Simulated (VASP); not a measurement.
Runs of VASP 6.6.1 on MnS. The structure is cubic, space group Fm-3m (No. 225). The conventional cell has a = 5.209 Å, b = 5.209 Å, c = 5.209 Å, α = 90.00°, β = 90.00°, γ = 90.00°. Within 3.4 Å of Mn (site symmetry m-3m) lie 6 S at 2.60 Å. Within 3.4 Å of S (site symmetry m-3m) lie 6 Mn at 2.60 Å. 

| smearing | gap on the mesh (eV) | pressure (GPa) | moment (μB) |
| --- | --- | --- | --- |
| methfessel-paxton 0.15 eV | none | -11.8 | 4.56 |
| methfessel-paxton 0.025 eV | none | -11.9 | 4.56 |
| methfessel-paxton 0.05 eV | none | -11.9 | 4.56 |
| methfessel-paxton 0.1 eV | none | -11.8 | 4.56 |
| methfessel-paxton 0.25 eV | none | -12.1 | (a) |

Alike in all rows: task single point; level LDA; potentials or basis VASP PAW LDA potentials, release 64 (Mn_pv, S); spin collinear, ferromagnetic start; cell as given; k mesh 7 × 7 × 7; cutoff (eV) 520.

Estimate the missing entries.

(a) 4.54.

Caveats: the cell stands under tension; a cell with one magnetic atom can't hold antiferromagnetic order, which such compounds often take; semilocal functionals often make such compounds metallic where correlation or magnetic order opens a gap, which also shifts bond lengths; so wide a smearing shifts energies and pressures (at least some runs).

A gap of «none» marks levels without a gap at the run's occupations.
